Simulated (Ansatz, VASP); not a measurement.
# One calculation of Te2Mo, two programs

```
CELL_PARAMETERS angstrom
3.46655 0.00000 0.00000
-1.73327 3.00212 0.00000
0.00000 0.00000 17.51981
ATOMIC_POSITIONS crystal
Te 0.33333 0.66667 0.89753
Te 0.33333 0.66667 0.10247
Mo 0.00000 0.00000 0.00171
```

Alike in both runs: task single point; functional LDA; k mesh 12 × 12 × 2; occupations gaussian, width 0.05 eV; no spin polarisation.

|  | VASP | Ansatz |
| --- | --- | --- |
| version | VASP 6.6.1 | Ansatz 0.2.0 |
| potentials or method | VASP PAW LDA potentials, release 64 (Te, Mo_sv), cutoff 520 eV | scalar-relativistic, plane waves, PAW |
| valence electrons in the cell | 26 | 46 |

Ansatz gave:

```
gap on the k mesh at the Fermi level (eV) : 1.24
least direct gap on the mesh (eV)         : 1.24
rms of the force components (eV/Å)        : 0.282
```

Q: What did VASP give for the same quantities?

A: gap on the k mesh at the Fermi level (eV): 1.24; least direct gap on the mesh (eV): 1.24; rms of the force components (eV/Å): 0.287.

LDA's correlation is that of Perdew and Zunger in VASP and of Perdew and Wang (1992) in Ansatz. Atom by atom the forces differ by 0.028 eV/Å (rms over components). VASP's potentials hold 26 valence electrons a cell and Ansatz's 46, so a difference there can come from the potentials and not from the codes. Ansatz's warnings: xc potential rough in thin density.

Spin-orbit coupling is off throughout.
